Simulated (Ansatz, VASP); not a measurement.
Two plane-wave programs on HfH3Cl

```
Hf H Cl
1.0
     3.86555    0.00000    0.00000
     0.00000    2.72834    2.73812
     0.00000   -2.72834    2.73812
Hf H Cl
1 3 1
Direct
  0.00000 0.50232 0.50232
  0.00000 0.50285 0.00230
  0.50000 0.50197 0.50197
  0.00000 0.00230 0.50285
  0.50000 0.00227 0.00227
```

Change from the starting cell: species swapped into the CsTlF3 type (Amm2, No. 38).

Alike in both runs: functional PBE; k mesh 3 × 3 × 3; occupations gaussian, width 0.15 eV; no spin polarisation.

Ansatz relaxed the structure, and its values are those at the end. VASP's run is a single point on that final structure, the one shown.

|  | VASP | Ansatz |
| --- | --- | --- |
| version | VASP 6.6.1 | Ansatz 0.2.0 |
| potentials or method | VASP PAW PBE potentials, release 64 (Hf_pv, H, Cl), cutoff 500 eV | scalar-relativistic, plane waves, PAW |
| valence electrons in the cell | 20 | 36 |

|  | VASP | Ansatz | Ansatz less VASP |
| --- | --- | --- | --- |
| gap on the k mesh at the Fermi level (eV) | 2.78 | 2.79 | +0.004 |
| least direct gap on the mesh (eV) | 2.79 | 2.79 | +0.004 |
| pressure (GPa) | -0.9 | -0.2 | +0.67 |

The functional is the same, so the differences come from potentials, cutoffs and numerics. VASP's potentials hold 20 valence electrons a cell and Ansatz's 36, so a difference there can come from the potentials and not from the codes.

The k mesh is coarse, so the values compare programs but aren't converged. Spin-orbit coupling is off throughout.
